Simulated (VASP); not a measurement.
# KCl (Fm-3m) in VASP: notebook

KCl is run at these levels: PBEsol; tasks: relaxation of cell and atoms.

Everything below comes from runs of VASP 6.6.1. Logs are shortened: lines on timing, memory, paths and dates and some standing lists are left out, and cuts for length are marked.

### 1 The cell of the first run

It takes space group Fm-3m (No. 225, cubic). The conventional cell has a = 6.243 Å, b = 6.243 Å, c = 6.243 Å, α = 90.00°, β = 90.00°, γ = 90.00°. Within 4.1 Å of K (site symmetry m-3m) lie 6 Cl at 3.12 Å. Cl (site symmetry m-3m) has 6 K at 3.12 Å within 4.1 Å.

### 2 Relaxation of cell and atoms, PBEsol, target pressure 2 GPa, at which the enthalpy is minimised

The input, INCAR:

```
  PREC = Accurate
  ENCUT = 600
  EDIFF = 1E-6
  ISMEAR = 0
  SIGMA = 0.01
  LREAL = False
  LASPH = True
  NELM = 80
  ALGO = Normal
  ISIF = 3
  LWAVE = False
  LCHARG = False
  GGA = PS
  IBRION = 2
  NSW = 100
  EDIFFG = -0.002
  PSTRESS = 20.0
```

The input, KPOINTS:

```
regular mesh
0
Gamma
  8 8 8
```

The input, POSCAR:

```
KCl
1.0
    0.0000000000      3.1212780665      3.1212780665
    3.1212780665      0.0000000000      3.1212780665
    3.1212780665      3.1212780665      0.0000000000
K Cl
1 1
Direct
    0.0000000000      0.0000000000      0.0000000000
    0.5000000000      0.5000000000      0.5000000000
```

Potentials or basis: VASP PAW PBE potentials, release 64 (K_sv, Cl).

Run with:

```
cat potpaw_PBE.64/K_sv/POTCAR potpaw_PBE.64/Cl/POTCAR > POTCAR
mpirun -np 1 vasp_std > vasp.out
```

OUTCAR:

```text
PREC = Accurate
   ENCUT = 600
   EDIFF = 1E-6
   ISMEAR = 0
   LREAL = False
   LASPH = True
   NELM = 80
   ISIF = 3
   GGA = PS
   IBRION = 2
   NSW = 100
   EDIFFG = -0.002
   PSTRESS = 20.0

 ion  position               nearest neighbor table
   1  0.000  0.000  0.000-   2 3.12   2 3.12   2 3.12   2 3.12   2 3.12   2 3.12
   2  0.500  0.500  0.500-   1 3.12   1 3.12   1 3.12   1 3.12   1 3.12   1 3.12

  LATTYP: Found a face centered cubic cell.
 ALAT       =     6.2425561330

  Lattice vectors:

 A1 = (   0.0000000000,   3.1212780665,   3.1212780665)
 A2 = (   3.1212780665,   0.0000000000,   3.1212780665)
 A3 = (   3.1212780665,   3.1212780665,   0.0000000000)

Analysis of symmetry for initial positions (statically):
=====================================================================
 Subroutine PRICEL returns:
 Original cell was already a primitive cell.

 Routine SETGRP: Setting up the symmetry group for a
 face centered cubic supercell.

 Subroutine GETGRP returns: Found 48 space group operations
 (whereof 48 operations were pure point group operations)
 out of a pool of 48 trial point group operations.

The static configuration has the point symmetry O_h .

Analysis of symmetry for dynamics (positions and initial velocities):
=====================================================================
 Subroutine PRICEL returns:
 Original cell was already a primitive cell.

 Routine SETGRP: Setting up the symmetry group for a
 face centered cubic supercell.

 Subroutine GETGRP returns: Found 48 space group operations
 (whereof 48 operations were pure point group operations)
 out of a pool of 48 trial point group operations.

The dynamic configuration has the point symmetry O_h .

 Subroutine INISYM returns: Found 48 space group operations
 (whereof 48 operations are pure point group operations),
 and found     1 'primitive' translations

----------------------------------------------------------------------------------------

                                     Primitive cell

  volume of cell :      60.8173

  direct lattice vectors                    reciprocal lattice vectors
     0.000000000  3.121278066  3.121278066    -0.160190790  0.160190790  0.160190790
     3.121278066  0.000000000  3.121278066     0.160190790 -0.160190790  0.160190790
     3.121278066  3.121278066  0.000000000     0.160190790  0.160190790 -0.160190790

  length of vectors
     4.414153774  4.414153774  4.414153774     0.277458588  0.277458588  0.277458588

  position of ions in fractional coordinates (direct lattice)
     0.000000000  0.000000000  0.000000000
     0.500000000  0.500000000  0.500000000

  ion indices of the primitive-cell ions
   primitive index   ion index
                 1           1
                 2           2

----------------------------------------------------------------------------------------

 KPOINTS: regular mesh

Automatic generation of k-mesh.
 Grid dimensions read from file:
 generate k-points for:    8    8    8

 Generating k-lattice:

  Cartesian coordinates                     Fractional coordinates (reciprocal lattice)
    -0.020023849  0.020023849  0.020023849     0.125000000  0.000000000  0.000000000
     0.020023849 -0.020023849  0.020023849     0.000000000  0.125000000  0.000000000
     0.020023849  0.020023849 -0.020023849     0.000000000  0.000000000  0.125000000

  Length of vectors
     0.034682323  0.034682323  0.034682323

  Shift w.r.t. Gamma in fractional coordinates (k-lattice)
     0.000000000  0.000000000  0.000000000

 Subroutine IBZKPT returns following result:
 ===========================================

 Found     29 irreducible k-points:

 Following reciprocal coordinates:
            Coordinates               Weight
  0.000000  0.000000  0.000000      1.000000
  0.125000  0.000000  0.000000      8.000000
  0.250000  0.000000  0.000000      8.000000
  0.375000  0.000000  0.000000      8.000000
  0.500000  0.000000  0.000000      4.000000
  0.125000  0.125000  0.000000      6.000000
[... 16 lines left out ...]
  0.500000  0.250000  0.125000     48.000000
 -0.375000  0.250000  0.125000     24.000000
 [... further k-points ...]
   k-points           NKPTS =     29   k-points in BZ     NKDIM =     29   number of bands    NBANDS=     12
   number of dos      NEDOS =    301   number of ions     NIONS =      2
   total plane-waves  NPLWV =  46656
   dimension x,y,z NGX =    36 NGY =   36 NGZ =   36
   dimension x,y,z NGXF=    72 NGYF=   72 NGZF=   72
   ions per type =               1   1
   NGX,Y,Z   is equivalent  to a cutoff of  13.56, 13.56, 13.56 a.u.
   NGXF,Y,Z  is equivalent  to a cutoff of  27.12, 27.12, 27.12 a.u.
 SYSTEM =  unknown system
   PREC   = accura    normal or accurate (medium, high low for compatibility)
   ISTART =      0    job   : 0-new  1-cont  2-samecut
   ICHARG =      2    charge: 1-file 2-atom 10-const
   ISPIN  =      1    spin polarized calculation?
   LNONCOLLINEAR =      F non collinear calculations
   LSORBIT =      F    spin-orbit coupling
   LASPH  =      T    aspherical Exc in radial PAW
   ENCUT  =  600.0 eV  44.10 Ry    6.64 a.u.   8.82  8.82  8.82*2*pi/ulx,y,z
   NELM   =     80;   NELMIN=  2; NELMDL= -5     # of ELM steps
   EDIFF  = 0.1E-05   stopping-criterion for ELM
   LREAL  =      F    real-space projection
   EDIFFG = -.2E-02   stopping-criterion for IOM
   NSW    =    100    number of steps for IOM
   IBRION =      2    ionic relax: 0-MD 1-quasi-New 2-CG
   NFREE  =      1    steps in history (QN), initial steepest desc. (CG)
   ISIF   =      3    stress and relaxation
   ISYM   =      2    0-nonsym 1-usesym 2-fastsym
   POTIM  = 0.5000    time-step for ionic-motion
   TEBEG  =    0.0;   TEEND  =   0.0 temperature during run
   PSTRESS=   20.0 pullay stress
   NELECT =      16.0000    total number of electrons
   NUPDOWN=      -1.0000    fix difference up-down
   EMIN   =  10.00;   EMAX   =-10.00  energy-range for DOS
   EFERMI =   0.00;   METHOD = LEGACY
   ISMEAR =     0;   SIGMA  =   0.01  broadening in eV -4-tet -1-fermi 0-gaus
   EFERMI_NEDOS =   21; number of points for ismear=-14 and -15
   IALGO  =     38    algorithm
   IMIX   =      4    mixing-type and parameters
     AMIX     =   0.40;   BMIX     =  1.00
     AMIX_MAG =   1.60;   BMIX_MAG =  1.00
  volume/ion in A,a.u.               =      30.41       205.21
  Fermi-wavevector in a.u.,A,eV,Ry     =   1.048992  1.982308 14.971649  1.100385
  Thomas-Fermi vector in A             =   2.183937
   LORBIT       =      0    0 simple, 1 ext, 2 COOP (PROOUT), +10 PAW based schemes
   GGA     = PS    functional components
   LHFCALC =     F    Hartree Fock is set to
   AEXX    =    0.0000 exact exchange contribution
   IVDW    =     0    specifies the selected vdW correction
   LEPSILON=     F    determine dielectric tensor
   LRPA    =     F    only Hartree local field effects (RPA)
 conjugate gradient relaxation of ions
 non-spin polarized calculation
 Gauss-broadening in eV      SIGMA  =   0.01
  energy-cutoff  :      600.00
  volume of cell :       60.82
 maximum number of plane-waves:      2085
   NGX = 17   NGY = 17   NGZ = 17

--------------------------------------- Ionic step        1  -------------------------------------------

 number of electron      16.0000002 magnetization

 Free energy of the ion-electron system (eV)
  ---------------------------------------------------
  ext. energy  EPLUGINS =         0.00000000
  ---------------------------------------------------
  free energy    TOTEN  =        -7.02325382 eV

  energy without entropy =       -7.02325382  energy(sigma->0) =       -7.02325382

------------------------ aborting loop because EDIFF is reached ----------------------------------------

  FORCE on cell =-STRESS in cart. coord.  units (eV):
  Direction    XX          YY          ZZ          XY          YZ          ZX
  --------------------------------------------------------------------------------------
  -------------------------------------------------------------------------------------
  Total        0.0353570      0.0353570      0.0353570      0.0000000      0.0000000      0.0000000
  in kB        0.9314485      0.9314485      0.9314485      0.0000000      0.0000000      0.0000000
  external PRESSURE =     -19.0685515 kB  Pullay stress =      20.0000000 kB

 VOLUME and BASIS-vectors are now :
 -----------------------------------------------------------------------------
  energy-cutoff  :      600.00
  volume of cell :       60.82
      direct lattice vectors                 reciprocal lattice vectors
     0.000000000  3.121278066  3.121278066    -0.160190790  0.160190790  0.160190790
     3.121278066  0.000000000  3.121278066     0.160190790 -0.160190790  0.160190790
     3.121278066  3.121278066  0.000000000     0.160190790  0.160190790 -0.160190790
[... 84 lines left out ...]
  FREE ENERGIE OF THE ION-ELECTRON SYSTEM (eV)
  ---------------------------------------------------
  free  energy   TOTEN  =        -6.9955270028 eV

  energy  without entropy=       -6.9955270028  energy(sigma->0) =       -6.99552700

  enthalpy is  TOTEN    =        -6.2949198661 eV   P V=        0.7006071367

--------------------------------------- Ionic step        4  -------------------------------------------

 number of electron      15.9999998 magnetization

 Free energy of the ion-electron system (eV)
  ---------------------------------------------------
  ext. energy  EPLUGINS =         0.00000000
  ---------------------------------------------------
  free energy    TOTEN  =        -6.99411666 eV

  energy without entropy =       -6.99411666  energy(sigma->0) =       -6.99411666

 E-fermi :  -1.3335     XC(G=0):  -8.1899

 val. band max:       -1.4499368027   @ k =   0.0000   0.0000   0.0000
 cond. band min:       3.9324523272   @ k =   0.0000   0.0000   0.0000
 fundamental gap:      5.3823891299
 Fermi energy:        -1.3334866599

 k-point     1 :       0.0000    0.0000    0.0000
  band No.  band energies     occupation
      1     -28.2531      2.00000
      2     -13.6765      2.00000
      3     -11.7823      2.00000
      4     -11.7823      2.00000
      5     -11.7823      2.00000
      6      -1.4499      2.00000
      7      -1.4499      2.00000
      8      -1.4499      2.00000
      9       3.9325      0.00000
     10       6.8609      0.00000
     11       6.8609      0.00000
     12       6.8609      0.00000

 k-point     2 :       0.1250    0.0000    0.0000
  band No.  band energies     occupation
      1     -28.2503      2.00000
      2     -13.7155      2.00000
      3     -11.7841      2.00000
      4     -11.7841      2.00000
      5     -11.7326      2.00000
      6      -1.6866      2.00000
      7      -1.5185      2.00000
      8      -1.5185      2.00000
      9       4.3527      0.00000
     10       6.7418      0.00000
     11       7.0810      0.00000
     12       7.0810      0.00000
[... 316 lines left out ...]
 k-point    24 :      -0.3750    0.2500    0.1250
  band No.  band energies     occupation
      1     -28.2309      2.00000
      2     -13.8011      2.00000
      3     -11.8676      2.00000
      4     -11.8332      2.00000
      5     -11.5910      2.00000
      6      -2.4711      2.00000
      7      -1.9407      2.00000
      8      -1.8742      2.00000
      9       6.4779      0.00000
     10       7.0157      0.00000
     11       9.0106      0.00000
     12       9.0393      0.00000

 [... further k-points ...]

------------------------ aborting loop because EDIFF is reached ----------------------------------------

  FORCE on cell =-STRESS in cart. coord.  units (eV):
  Direction    XX          YY          ZZ          XY          YZ          ZX
  --------------------------------------------------------------------------------------
  -------------------------------------------------------------------------------------
  Total        0.7009441      0.7009441      0.7009441     -0.0000000     -0.0000000      0.0000000
  in kB       20.0505279     20.0505279     20.0505279     -0.0000000     -0.0000000      0.0000000
  external PRESSURE =       0.0505279 kB  Pullay stress =      20.0000000 kB

 VOLUME and BASIS-vectors are now :
 -----------------------------------------------------------------------------
  energy-cutoff  :      600.00
  volume of cell :       56.01
      direct lattice vectors                 reciprocal lattice vectors
     0.000000000  3.036775751  3.036775751    -0.164648312  0.164648312  0.164648312
     3.036775751  0.000000000  3.036775751     0.164648312 -0.164648312  0.164648312
     3.036775751  3.036775751  0.000000000     0.164648312  0.164648312 -0.164648312

 POSITION                                       TOTAL-FORCE (eV/Angst)
 -----------------------------------------------------------------------------------
      6.07355      6.07355      6.07355        -0.000000      0.000000      0.000000
      3.03678      3.03678      3.03678         0.000000     -0.000000     -0.000000
 -----------------------------------------------------------------------------------
    total drift:                                0.000000      0.000000      0.000000

  FREE ENERGIE OF THE ION-ELECTRON SYSTEM (eV)
  ---------------------------------------------------
  free  energy   TOTEN  =        -6.9941166578 eV

  energy  without entropy=       -6.9941166578  energy(sigma->0) =       -6.99411666

  enthalpy is  TOTEN    =        -6.2949389425 eV   P V=        0.6991777153

 reached required accuracy - stopping structural energy minimisation
```

Wall time 63 s (1 thread of AMD EPYC 7R13 (Zen 3), shared host); peak memory 0.2 GiB.

Results:

| Quantity | Value |
| --- | --- |
| Free energy | -6.9941 eV |
| Relaxed volume | 28.01 Å³/atom |
| Relaxed cell | a = 4.295 Å, b = 4.295 Å, c = 4.295 Å, α = 60.00°, β = 60.00°, γ = 60.00° |
| Space group after relaxing (to 0.1 Å) | Fm-3m (No. 225) |
| Energy change on relaxing (the run minimises the enthalpy) | +14.6 meV/atom |
| Ionic steps | 4 |
| Pressure after relaxing | 2.0 GPa |
| Band gap on the k mesh | 5.38 eV |

The path:
```tsv
step	energy change (eV)	largest force (eV/Å)	pressure (GPa)	volume (Å³)
1	0.0000	0.0000	0.09	60.82
2	0.0123	0.0000	1.23	57.69
3	0.0277	0.0000	1.95	56.12
4	0.0291	0.0000	2.01	56.01
```

Final structure:
```
CELL_PARAMETERS angstrom
0.00000 3.03678 3.03678
3.03678 0.00000 3.03678
3.03678 3.03678 0.00000
ATOMIC_POSITIONS crystal
K 0.00000 0.00000 0.00000
Cl 0.50000 0.50000 0.50000
```

Levels at points of the mesh, in eV from the valence-band top:
| k point | band 5 | band 6 | band 7 | band 8 | band 9 | band 10 | band 11 | band 12 |
| --- | --- | --- | --- | --- | --- | --- | --- | --- |
| (0.00, 0.00, 0.00) | -10.33 | 0.00 | 0.00 | 0.00 | 5.38 | 8.31 | 8.31 | 8.31 |
| (0.50, 0.00, 0.00) | -10.02 | -1.29 | -0.43 | -0.43 | 7.71 | 8.89 | 10.81 | 10.81 |
| (0.50, 0.50, 0.00) | -10.42 | -0.74 | -0.25 | -0.25 | 6.26 | 8.71 | 10.37 | 10.53 |

Caveat: the cell is relaxed towards a set pressure, so the run minimises the enthalpy, not the energy; the PAW data sets were made with another functional, which shifts forces and pressure a little.

(Continued in part 2 of 2.)
